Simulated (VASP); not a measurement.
Here is a VASP 6.6.1 calculation.

The input INCAR:

```
SYSTEM = Hf
PREC = Accurate
ENCUT = 500
EDIFF = 1E-6
ISMEAR = 0
SIGMA = 0.15
LREAL = .False.
LASPH = .True.
NELM = 120
ALGO = Normal
ISIF = 2
LWAVE = .False.
LCHARG = .False.
GGA = PE
NBANDS = 17
GGA_COMPAT = .False.
```

KPOINTS

```
Automatic mesh
0
Gamma
  18 18 10
  0 0 0
```

Contents of POSCAR:

```
Hf
1.0
    2.9805000000      0.0000000000      0.0000000000
   -1.4902500000      2.5811887160      0.0000000000
    0.0000000000      0.0000000000      5.4731000000
Hf
2
Direct
    0.3333333333      0.6666666667      0.2500000000
    0.6666666667      0.3333333333      0.7500000000
```

Potentials or basis: VASP PAW PBE potentials, release 64 (Hf_pv).

The run is started by

```sh
$ cat potpaw_PBE.64/Hf_pv/POTCAR > POTCAR
$ mpirun -np 1 vasp_std > vasp.out
```

(1) Predict the pressure.

(2) Estimate the band gap on the k mesh.

Answers

(1) 7.6 GPa.

(2) zero (bands 10 and 11 overlap by 0.63 eV).

Caveat: the stress differs along the axes, from -3 to 13 GPa; spin-orbit coupling is left out, which moves the levels of the heavy elements.
